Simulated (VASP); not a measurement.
Wanted: the native input for a VASP 6.6.1 run.

```yaml
Task: single point
Functional: PBE
Potentials_or_basis: VASP PAW PBE potentials, release 64 (Ga_d, Sb)
Cutoff: 520 eV
k_mesh: 16 × 16 × 16
Occupations: gaussian, width 0.15 eV
Spin: no spin polarisation
Dipole_correction: no
Further_INCAR_settings: ALGO = Normal; EDIFF = 1e-07; NBANDS = 16
```

The structure of GaSb lies in POSCAR:

```
GaSb
1.0
   -2.6735500000      2.6735500000      1.5547500000
    2.6735500000     -2.6735500000      1.5547500000
    2.6735500000      2.6735500000     -1.5547500000
Ga Sb
1 1
Direct
    0.2500000000      0.7500000000      0.5000000000
    0.0000000000      0.0000000000      0.0000000000
```

The input as run:

INCAR

```
PREC = Accurate
ENCUT = 520
EDIFF = 1E-7
ISMEAR = 0
SIGMA = 0.15
LREAL = F
LASPH = T
NELM = 100
ALGO = Normal
ISIF = 2
LWAVE = F
LCHARG = T
GGA = PE
LELF = T
LVHAR = T
NBANDS = 16
```

KPOINTS

```
regular mesh
0
Gamma
  16 16 16
```

Potentials or basis: VASP PAW PBE potentials, release 64 (Ga_d, Sb).

Launch:

```bash
$ cat potpaw_PBE.64/Ga_d/POTCAR potpaw_PBE.64/Sb/POTCAR > POTCAR
$ mpirun -np 1 vasp_std > vasp.out
```

It gave:

* Pressure: 5.4 GPa
* Band gap on the k mesh: zero (band 9 reaches 9.50 eV, above the bottom of band 10 at 4.21 eV)

Caveat: spin-orbit coupling is left out, which moves the levels of the heavy elements.

Wall time 2.7 min on 1 thread of Intel(R) Xeon(R) Platinum 8488C (Sapphire Rapids) (shared host), peak memory 0.37 GiB.
